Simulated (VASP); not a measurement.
# Si (Fm-3m) in VASP: further runs

Runs on Si. Level: LDA. Tasks: single point.

All numbers are computed with VASP 6.6.1; they aren't measurements. Logs are shortened: lines on timing, memory, paths and dates and some standing lists are left out, and cuts for length are marked.

### 1 The cell of the first run

The structure is cubic, space group Fm-3m (No. 225). Conventional cell: a = 2.817 Å, b = 2.817 Å, c = 2.817 Å, α = 90.00°, β = 90.00°, γ = 90.00°. Si (site symmetry m-3m) has 12 Si at 1.99 Å within 2.6 Å.

### 2 Single point, LDA (volume scaled by 0.4)

File INCAR:

```
SYSTEM = Si
  PREC = Accurate
  ENCUT = 520
  EDIFF = 1E-7
  ISMEAR = -1
  SIGMA = 0.08
  LREAL = .FALSE.
  LASPH = .TRUE.
  NELM = 100
  ALGO = Normal
  ISIF = 2
  LWAVE = .FALSE.
  LCHARG = .TRUE.
  GGA = CA
  LELF = .TRUE.
  LVHAR = .TRUE.
  NBANDS = 8
```

File KPOINTS:

```
Automatic mesh
0
G
  18 18 18
  0 0 0
```

File POSCAR:

```
Si
1.0
    0.0000000000      1.4086851523      1.4086851523
    1.4086851523      0.0000000000      1.4086851523
    1.4086851523      1.4086851523      0.0000000000
Si
1
Direct
    0.0000000000      0.0000000000      0.0000000000
```

Potentials or basis: VASP PAW LDA potentials, release 64 (Si).

Command:

```sh
cat potpaw_LDA.64/Si/POTCAR > POTCAR
mpirun -np 1 vasp_std > vasp.out
```

OUTCAR:

```text
SYSTEM = Si
   PREC = Accurate
   ENCUT = 520
   EDIFF = 1E-7
   ISMEAR = -1
   LREAL = .FALSE.
   LASPH = .TRUE.
   NELM = 100
   ISIF = 2
   GGA = CA

 ion  position               nearest neighbor table
   1  0.000  0.000  0.000-

  LATTYP: Found a face centered cubic cell.
 ALAT       =     2.8173703046

  Lattice vectors:

 A1 = (   0.0000000000,   1.4086851523,   1.4086851523)
 A2 = (   1.4086851523,   0.0000000000,   1.4086851523)
 A3 = (   1.4086851523,   1.4086851523,   0.0000000000)

Analysis of symmetry for initial positions (statically):
=====================================================================
 Subroutine PRICEL returns:
 Original cell was already a primitive cell.

 Routine SETGRP: Setting up the symmetry group for a
 face centered cubic supercell.

 Subroutine GETGRP returns: Found 48 space group operations
 (whereof 48 operations were pure point group operations)
 out of a pool of 48 trial point group operations.

The static configuration has the point symmetry O_h .

Analysis of symmetry for dynamics (positions and initial velocities):
=====================================================================
 Subroutine PRICEL returns:
 Original cell was already a primitive cell.

 Routine SETGRP: Setting up the symmetry group for a
 face centered cubic supercell.

 Subroutine GETGRP returns: Found 48 space group operations
 (whereof 48 operations were pure point group operations)
 out of a pool of 48 trial point group operations.

The dynamic configuration has the point symmetry O_h .

 Subroutine INISYM returns: Found 48 space group operations
 (whereof 48 operations are pure point group operations),
 and found     1 'primitive' translations

----------------------------------------------------------------------------------------

                                     Primitive cell

  volume of cell :       5.5908

  direct lattice vectors                    reciprocal lattice vectors
     0.000000000  1.408685152  1.408685152    -0.354940917  0.354940917  0.354940917
     1.408685152  0.000000000  1.408685152     0.354940917 -0.354940917  0.354940917
     1.408685152  1.408685152  0.000000000     0.354940917  0.354940917 -0.354940917

  length of vectors
     1.992181647  1.992181647  1.992181647     0.614775702  0.614775702  0.614775702

  position of ions in fractional coordinates (direct lattice)
     0.000000000  0.000000000  0.000000000

  ion indices of the primitive-cell ions
   primitive index   ion index
                 1           1

----------------------------------------------------------------------------------------

 KPOINTS: Automatic mesh

Automatic generation of k-mesh.
 Grid dimensions read from file:
 generate k-points for:   18   18   18

 Generating k-lattice:

  Cartesian coordinates                     Fractional coordinates (reciprocal lattice)
    -0.019718940  0.019718940  0.019718940     0.055555556  0.000000000  0.000000000
     0.019718940 -0.019718940  0.019718940     0.000000000  0.055555556  0.000000000
     0.019718940  0.019718940 -0.019718940     0.000000000  0.000000000  0.055555556

  Length of vectors
     0.034154206  0.034154206  0.034154206

  Shift w.r.t. Gamma in fractional coordinates (k-lattice)
     0.000000000  0.000000000  0.000000000

 Subroutine IBZKPT returns following result:
 ===========================================

 Found    195 irreducible k-points:

 Following reciprocal coordinates:
            Coordinates               Weight
  0.000000  0.000000  0.000000      1.000000
  0.055556  0.000000  0.000000      8.000000
  0.111111  0.000000  0.000000      8.000000
  0.166667  0.000000  0.000000      8.000000
  0.222222  0.000000  0.000000      8.000000
  0.277778  0.000000  0.000000      8.000000
[... 16 lines left out ...]
 -0.277778  0.055556  0.000000     24.000000
 -0.222222  0.055556  0.000000     24.000000
 [... further k-points ...]
   k-points           NKPTS =    195   k-points in BZ     NKDIM =    195   number of bands    NBANDS=      8
   number of dos      NEDOS =    301   number of ions     NIONS =      1
   total plane-waves  NPLWV =   4096
   dimension x,y,z NGX =    16 NGY =   16 NGZ =   16
   dimension x,y,z NGXF=    32 NGYF=   32 NGZF=   32
   ions per type =               1
   NGX,Y,Z   is equivalent  to a cutoff of  13.35, 13.35, 13.35 a.u.
   NGXF,Y,Z  is equivalent  to a cutoff of  26.70, 26.70, 26.70 a.u.
 SYSTEM =  Si
   PREC   = accura    normal or accurate (medium, high low for compatibility)
   ISTART =      0    job   : 0-new  1-cont  2-samecut
   ICHARG =      2    charge: 1-file 2-atom 10-const
   ISPIN  =      1    spin polarized calculation?
   LNONCOLLINEAR =      F non collinear calculations
   LSORBIT =      F    spin-orbit coupling
   LASPH  =      T    aspherical Exc in radial PAW
   ENCUT  =  520.0 eV  38.22 Ry    6.18 a.u.   3.70  3.70  3.70*2*pi/ulx,y,z
   NELM   =    100;   NELMIN=  2; NELMDL= -5     # of ELM steps
   EDIFF  = 0.1E-06   stopping-criterion for ELM
   LREAL  =      F    real-space projection
   EDIFFG = 0.1E-05   stopping-criterion for IOM
   NSW    =      0    number of steps for IOM
   IBRION =     -1    ionic relax: 0-MD 1-quasi-New 2-CG
   NFREE  =      0    steps in history (QN), initial steepest desc. (CG)
   ISIF   =      2    stress and relaxation
   ISYM   =      2    0-nonsym 1-usesym 2-fastsym
   POTIM  = 0.5000    time-step for ionic-motion
   TEBEG  =    0.0;   TEEND  =   0.0 temperature during run
   PSTRESS=    0.0 pullay stress
   NELECT =       4.0000    total number of electrons
   NUPDOWN=      -1.0000    fix difference up-down
   EMIN   =  10.00;   EMAX   =-10.00  energy-range for DOS
   EFERMI =   0.00;   METHOD = LEGACY
   ISMEAR =    -1;   SIGMA  =   0.08  broadening in eV -4-tet -1-fermi 0-gaus
   EFERMI_NEDOS =   21; number of points for ismear=-14 and -15
   IALGO  =     38    algorithm
   IMIX   =      4    mixing-type and parameters
     AMIX     =   0.40;   BMIX     =  1.00
     AMIX_MAG =   1.60;   BMIX_MAG =  1.00
  volume/ion in A,a.u.               =       5.59        37.73
  Fermi-wavevector in a.u.,A,eV,Ry     =   1.464213  2.766961 29.169794  2.143919
  Thomas-Fermi vector in A             =   2.580216
   LORBIT       =      0    0 simple, 1 ext, 2 COOP (PROOUT), +10 PAW based schemes
   GGA     = CA    functional components
   LHFCALC =     F    Hartree Fock is set to
   AEXX    =    0.0000 exact exchange contribution
   IVDW    =     0    specifies the selected vdW correction
   LEPSILON=     F    determine dielectric tensor
   LRPA    =     F    only Hartree local field effects (RPA)
 non-spin polarized calculation
  energy-cutoff  :      520.00
  volume of cell :        5.59
 maximum number of plane-waves:       169
   NGX =  7   NGY =  7   NGZ =  7

 number of electron       4.0000000 magnetization

 Free energy of the ion-electron system (eV)
  ---------------------------------------------------
  ext. energy  EPLUGINS =         0.00000000
  ---------------------------------------------------
  free energy    TOTEN  =         1.47175211 eV

  energy without entropy =        1.47581864  energy(sigma->0) =        1.47378538

 E-fermi :  27.7178     XC(G=0): -15.5730

 val. band max:       27.5542039238   @ k =  -0.4444   0.4444   0.0000
 cond. band min:      27.7188865504   @ k =  -0.3333   0.3333   0.1667
 fundamental gap:      0.1646826266
 Fermi energy:        27.7178172114

 k-point     1 :       0.0000    0.0000    0.0000
  band No.  band energies     occupation
      1       2.7214      2.00000
      2      44.9136      0.00000
      3      44.9136      0.00000
      4      44.9136      0.00000
      5      53.1687      0.00000
      6      56.1780      0.00000
      7      56.1780      0.00000
      8      56.1780      0.00000

 k-point     2 :       0.0556    0.0000    0.0000
  band No.  band energies     occupation
      1       2.8868      2.00000
      2      43.0203      0.00000
      3      44.8546      0.00000
      4      44.8546      0.00000
      5      54.1522      0.00000
      6      56.0306      0.00000
      7      56.0306      0.00000
      8      56.8796      0.00000

 k-point     3 :       0.1111    0.0000    0.0000
  band No.  band energies     occupation
      1       3.3809      2.00000
      2      39.4103      0.00000
      3      44.6813      0.00000
      4      44.6813      0.00000
      5      54.0151      0.00000
      6      55.3923      0.00000
      7      55.3923      0.00000
      8      59.1549      0.00000

 k-point     4 :       0.1667    0.0000    0.0000
  band No.  band energies     occupation
      1       4.1977      2.00000
      2      35.5284      0.00000
      3      44.4040      0.00000
      4      44.4040      0.00000
      5      53.1890      0.00000
      6      54.3240      0.00000
      7      54.3240      0.00000
      8      60.0439      0.00000

 k-point     5 :       0.2222    0.0000    0.0000
  band No.  band energies     occupation
      1       5.3272      2.00000
      2      31.7094      0.00000
      3      44.0436      0.00000
      4      44.0436      0.00000
      5      52.3395      0.00000
      6      53.2051      0.00000
      7      53.2051      0.00000
      8      61.4831      0.00000

 k-point     6 :       0.2778    0.0000    0.0000
  band No.  band energies     occupation
      1       6.7559      2.00000
      2      28.0558      0.02882
      3      43.6346      0.00000
      4      43.6346      0.00000
      5      51.6488      0.00000
      6      52.2526      0.00000
      7      52.2526      0.00000
      8      62.3964      0.00000

 k-point     7 :       0.3333    0.0000    0.0000
  band No.  band energies     occupation
      1       8.4652      2.00000
      2      24.6135      2.00000
      3      43.2280      0.00000
      4      43.2280      0.00000
      5      51.1725      0.00000
      6      51.5346      0.00000
      7      51.5346      0.00000
      8      61.1008      0.00000

 k-point     8 :       0.3889    0.0000    0.0000
  band No.  band energies     occupation
      1      10.4255      2.00000
      2      21.4183      2.00000
      3      42.8826      0.00000
      4      42.8826      0.00000
      5      50.9005      0.00000
      6      51.0503      0.00000
      7      51.0503      0.00000
      8      59.9976      0.00000

 k-point     9 :       0.4444    0.0000    0.0000
  band No.  band energies     occupation
      1      12.5486      2.00000
      2      18.5562      2.00000
      3      42.6516      0.00000
      4      42.6516      0.00000
      5      50.7745      0.00000
      6      50.7745      0.00000
      7      50.7811      0.00000
      8      59.2521      0.00000

 k-point    10 :       0.5000    0.0000    0.0000
  band No.  band energies     occupation
      1      14.0407      2.00000
      2      16.8180      2.00000
      3      42.5705      0.00000
      4      42.5705      0.00000
      5      50.6852      0.00000
      6      50.6852      0.00000
      7      50.7511      0.00000
      8      58.9866      0.00000
[... 78 lines left out ...]
 k-point    18 :       0.4444    0.0556    0.0000
  band No.  band energies     occupation
      1      11.9662      2.00000
      2      19.5789      2.00000
      3      41.3733      0.00000
      4      41.9488      0.00000
      5      49.6289      0.00000
      6      51.9697      0.00000
      7      52.7716      0.00000
      8      60.2652      0.00000

 k-point    19 :       0.5000    0.0556    0.0000
  band No.  band energies     occupation
      1      13.9179      2.00000
      2      17.2190      2.00000
      3      40.9116      0.00000
      4      42.1421      0.00000
      5      49.8761      0.00000
      6      51.3982      0.00000
      7      52.6918      0.00000
      8      59.8901      0.00000

 k-point    20 :      -0.4444    0.0556    0.0000
  band No.  band energies     occupation
      1      13.3550      2.00000
      2      17.8633      2.00000
      3      40.6356      0.00000
      4      42.5333      0.00000
      5      50.2976      0.00000
      6      50.9656      0.00000
      7      52.6576      0.00000
      8      60.0262      0.00000

 k-point    21 :      -0.3889    0.0556    0.0000
  band No.  band energies     occupation
      1      11.2554      2.00000
      2      20.5340      2.00000
      3      40.5490      0.00000
      4      43.1204      0.00000
      5      50.6607      0.00000
      6      50.8658      0.00000
      7      52.7278      0.00000
      8      60.6406      0.00000

 k-point    22 :      -0.3333    0.0556    0.0000
  band No.  band energies     occupation
      1       9.2284      2.00000
      2      23.6229      2.00000
      3      40.6455      0.00000
      4      43.8699      0.00000
      5      50.4938      0.00000
      6      51.5261      0.00000
      7      53.0170      0.00000
      8      61.6197      0.00000

 k-point    23 :      -0.2778    0.0556    0.0000
  band No.  band energies     occupation
      1       7.4344      2.00000
      2      26.9692      1.99983
      3      40.9120      0.00000
      4      44.6894      0.00000
      5      50.5212      0.00000
      6      52.2119      0.00000
      7      53.6333      0.00000
      8      62.5991      0.00000

 k-point    24 :      -0.2222    0.0556    0.0000
  band No.  band energies     occupation
      1       5.9125      2.00000
      2      30.5237      0.00000
      3      41.3319      0.00000
      4      45.3947      0.00000
      5      50.8756      0.00000
      6      52.9362      0.00000
      7      54.5415      0.00000
      8      60.8569      0.00000

 [... further k-points ...]
[... 5 lines left out ...]
  --------------------------------------------------------------------------------------
  -------------------------------------------------------------------------------------
  Total       21.4319868     21.4319868     21.4319868     -0.0000000      0.0000000     -0.0000000
  in kB     6141.8783204   6141.8783204   6141.8783204     -0.0000000      0.0000000     -0.0000000
  external PRESSURE =    6141.8783204 kB  Pullay stress =       0.0000000 kB

 VOLUME and BASIS-vectors are now :
 -----------------------------------------------------------------------------
  energy-cutoff  :      520.00
  volume of cell :        5.59
      direct lattice vectors                 reciprocal lattice vectors
     0.000000000  1.408685152  1.408685152    -0.354940917  0.354940917  0.354940917
     1.408685152  0.000000000  1.408685152     0.354940917 -0.354940917  0.354940917
     1.408685152  1.408685152  0.000000000     0.354940917  0.354940917 -0.354940917

 POSITION                                       TOTAL-FORCE (eV/Angst)
 -----------------------------------------------------------------------------------
      0.00000      0.00000      0.00000        -0.000000     -0.000000     -0.000000
 -----------------------------------------------------------------------------------
    total drift:                               -0.000000      0.000000      0.000000

  FREE ENERGIE OF THE ION-ELECTRON SYSTEM (eV)
  ---------------------------------------------------
  free  energy   TOTEN  =         1.4717521143 eV

  energy  without entropy=        1.4758186430  energy(sigma->0) =        1.47378538
```

Run time: 18 s. Hardware: 1 thread of AMD EPYC 9R45, shared host; peak memory 0.08 GiB.

The run converged, but its numbers aren't listed here, since they failed a check.

### 3 Single point, LDA (volume scaled by 0.5)

File INCAR:

```
SYSTEM = Si
ALGO = Normal ; EDIFF = 1E-6
ENCUT = 520 ; GGA = CA
ISIF = 2 ; ISMEAR = -1
LASPH = .True. ; LCHARG = .True.
LELF = .True. ; LREAL = .False.
LVHAR = .True. ; LWAVE = .False.
NBANDS = 8 ; NELM = 100
PREC = Accurate ; SIGMA = 0.08
```

File KPOINTS:

```
k-points
0
Gamma
  18 18 18
  0 0 0
```

File POSCAR:

```
Si
1.0
    0.0000000000      1.5174600798      1.5174600798
    1.5174600798      0.0000000000      1.5174600798
    1.5174600798      1.5174600798      0.0000000000
Si
1
Direct
    0.0000000000      0.0000000000      0.0000000000
```

Potentials or basis: VASP PAW LDA potentials, release 64 (Si).

Command:

```sh
cat potpaw_LDA.64/Si/POTCAR > POTCAR
mpirun -np 1 vasp_std > vasp.out
```

It took 17 s on 1 thread of AMD EPYC 9R45, shared host; peak memory 0.08 GiB.

The run converged. Its results:

* Free energy: -2.2521 eV
* Pressure: 285.4 GPa
* Band gap on the k mesh: zero (band 2 reaches 38.18 eV, above the bottom of band 3 at 17.84 eV)

Levels at points of the mesh, in eV from the Fermi level:
| k point | band 1 | band 2 | band 3 | band 4 | band 5 | band 6 | band 7 |
| --- | --- | --- | --- | --- | --- | --- | --- |
| (0.00, 0.00, 0.00) | -22.51 | 15.38 | 15.38 | 15.38 | 22.92 | 23.04 | 23.04 |
| (0.50, 0.00, 0.00) | -12.30 | -10.29 | 13.44 | 13.44 | 18.06 | 18.06 | 20.77 |
| (0.50, 0.50, 0.00) | -9.11 | -6.40 | 2.63 | 6.62 | 6.62 | 15.89 | 37.79 |

### 4 Single point, LDA (volume scaled by 0.5)

File INCAR:

```
PREC = Accurate ; ENCUT = 520
EDIFF = 1E-7 ; ISMEAR = -1
SIGMA = 0.08 ; LREAL = False
LASPH = True ; NELM = 100
ALGO = Normal ; ISIF = 2
LWAVE = False ; LCHARG = False
NBANDS = 8
```

File KPOINTS:

```
regular mesh
0
Gamma
  18 18 18
```

POSCAR is that of step 3.

Command:

```sh
cat potpaw_LDA.64/Si/POTCAR > POTCAR
mpirun -np 1 vasp_std > vasp.out
```

Wall time 16 s (1 thread of AMD EPYC 9R45, shared host); peak memory 0.08 GiB.

It converged, with:

```yaml
Free_energy: -2.2521 eV
Pressure: 285.4 GPa
Band_gap_on_the_k_mesh: zero (band 2 reaches 38.18 eV, above the bottom of band 3 at 17.84 eV)
```

Levels at points of the mesh, in eV from the Fermi level:
```csv
k point,band 1,band 2,band 3,band 4,band 5,band 6,band 7
"(0.00, 0.00, 0.00)",-22.51,15.38,15.38,15.38,22.92,23.04,23.04
"(0.50, 0.00, 0.00)",-12.30,-10.29,13.44,13.44,18.06,18.06,20.77
"(0.50, 0.50, 0.00)",-9.11,-6.40,2.63,6.62,6.62,15.89,37.79
```
